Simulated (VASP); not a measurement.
# C: electric field gradients with PBE

The system is C.

```
CELL_PARAMETERS angstrom
0.00000 2.12700 3.34800
1.22800 0.00000 3.34800
1.22800 2.12700 0.00000
ATOMIC_POSITIONS crystal
C 0.16667 0.83333 0.16667
C 0.83333 0.16667 0.83333
```

* Program: VASP 6.6.1
* Task: electric field gradients
* Functional: PBE
* Potentials or basis: VASP PAW PBE potentials, release 64 (C)
* Cutoff: 520 eV
* k mesh: 18 × 18 × 18
* Occupations: fermi-dirac, width 0.05 eV
* Spin: no spin polarisation
* Dipole correction: no
* Further INCAR settings: ALGO = Normal; EDIFF = 1e-08; NBANDS = 11

```
Pressure                                : 5.1 GPa
Largest force                           : 0.003 eV/Å
Largest electric field gradient by atom : C +31.1 V/Å²
```

Forces in eV/Å, atoms in the order of the input:
```
C    0.000  0.003  0.000
C    0.000 -0.003  0.000
```

Stress tensor (GPa, compression positive):
```
5.90 0.00 0.00
0.00 5.39 0.00
0.00 0.00 3.87
```

Electric field gradients, principal values (V/Å²):
```
atom    least   middle  greatest (by size)
 1 C  -15.512  -15.554              31.065
 2 C  -15.512  -15.554              31.065
```

Run time: 2.2 min on 1 thread of Intel(R) Xeon(R) Platinum 8559C (Emerald Rapids) (shared host), peak memory 0.24 GiB.

Caveat: the cell stands under pressure; this functional lacks dispersion, which binds layers or chains, so the pressure and a relaxed spacing across them are unreliable; without QUAD_EFG the Cq values of the log hold for a quadrupole moment of 1 mb, not for the nuclei.
